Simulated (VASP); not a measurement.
A run of VASP 6.6.1:

INCAR

```
SYSTEM = BP
PREC     = Accurate       ! precision mode
ENCUT    = 520            ! plane-wave cutoff, eV
EDIFF    = 1E-7           ! SCF threshold, eV
ISMEAR   = -1             ! smearing method
SIGMA    = 0.02           ! smearing width, eV
LREAL    = .False.        ! projectors in reciprocal space
LASPH    = .True.         ! aspherical terms in the spheres
NELM     = 80             ! most SCF steps
ALGO     = Normal         ! electronic algorithm
ISIF     = 2              ! what is computed and relaxed
LWAVE    = .False.        ! write WAVECAR
LCHARG   = .True.         ! write CHGCAR
GGA      = PE             ! functional
LELF     = .True.         ! ELF
LVHAR    = .True.       
NBANDS   = 11             ! bands
```

KPOINTS

```
Automatic mesh
0
Gamma
  16 16 16
  0 0 0
```

POSCAR

```
BP
1.0
    0.0000000000      2.2690000000      2.2009300000
    2.2690000000      0.0000000000      2.2009300000
    2.2690000000      2.2690000000      0.0000000000
B P
1 1
Direct
    0.0000000000      0.0000000000      0.0000000000
    0.2500000000      0.2500000000      0.2500000000
```

Potentials or basis: VASP PAW PBE potentials, release 64 (B, P).

Launch:

```sh
$ cat potpaw_PBE.64/B/POTCAR potpaw_PBE.64/P/POTCAR > POTCAR
$ mpirun -np 1 vasp_std > vasp.out
```

Hardware: 1 thread of AMD EPYC 7R13 (shared host).

Question: Estimate the wall time of this run.

Answer: Run time: 3.3 min on 1 thread of AMD EPYC 7R13, with other jobs on the host, peak memory 0.17 GiB. Counts: scf iterations 14, k points 349.
